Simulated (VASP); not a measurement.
Set up this calculation in VASP 6.6.1, as the native input.

* Task: single point
* Functional: PBE
* Potentials or basis: VASP PAW PBE potentials, release 64 (Cr_pv, V_sv, C)
* Cutoff: 520 eV
* k mesh: 11 × 11 × 11
* Occupations: fermi-dirac, width 0.05 eV
* Spin: collinear spin, ferromagnetic start
* Starting moments: [3.0, 2.0, 0.0, 0.0] μB
* Dipole correction: no
* Further INCAR settings: ALGO = Fast; EDIFF = 1e-06; NBANDS = 28

The structure of VCrC2 lies in POSCAR:

```
VCrC2
1.0
    1.4508288475      0.8376364256      4.7075764097
   -1.4508288475      0.8376364256      4.7075764097
    0.0000000000     -1.6752728513      4.7075764097
Cr V C
1 1 2
Direct
    0.5000000000      0.5000000000      0.5000000000
    0.0000000000      0.0000000000      0.0000000000
    0.2487590000      0.2487590000      0.2487590000
    0.7512410000      0.7512410000      0.7512410000
```

The input as run:

INCAR

```
SYSTEM = VCrC2
PREC     = Accurate       ! precision mode
ENCUT    = 520            ! plane-wave cutoff, eV
EDIFF    = 1E-6           ! SCF threshold, eV
ISMEAR   = -1             ! smearing method
SIGMA    = 0.05           ! smearing width, eV
LREAL    = .FALSE.        ! projectors in reciprocal space
LASPH    = .TRUE.         ! aspherical terms in the spheres
NELM     = 150            ! most SCF steps
ALGO     = Fast           ! electronic algorithm
ISIF     = 2              ! what is computed and relaxed
LWAVE    = .FALSE.        ! write WAVECAR
LCHARG   = .FALSE.        ! write CHGCAR
ISPIN    = 2              ! spin polarisation
MAGMOM   = 3 2 0 0        ! initial moments
LORBIT   = 11             ! projections on sites
LMAXMIX  = 4              ! l up to which the mixer works
GGA      = PE             ! functional
NBANDS   = 28             ! bands
```

KPOINTS

```
Automatic mesh
0
G
  11 11 11
  0 0 0
```

Potentials or basis: VASP PAW PBE potentials, release 64 (Cr_pv, V_sv, C).

Run with:

```bash
$ cat potpaw_PBE.64/Cr_pv/POTCAR potpaw_PBE.64/V_sv/POTCAR potpaw_PBE.64/C/POTCAR > POTCAR
$ mpirun -np 1 vasp_std > vasp.out
```

It gave:

```json
{
 "Pressure": "3.9 GPa",
 "Largest force": "0.012 eV/Å",
 "Net moment": "0.13 μB per cell",
 "Site moments": "Cr +0.14; V +0.00; C -0.01 μB",
 "Valence electrons inside the program's atomic spheres": "Cr 11.15; V 11.82; C 2.44"
}
```

Caveat: the cell stands under pressure; an empty level that is flat over the whole mesh can mark a ghost state of the potentials, or a narrow d or f band.

Wall time 18 min on 1 thread of Oxide Virtual Turin-like Processor, with other jobs on the host, peak memory 0.42 GiB.
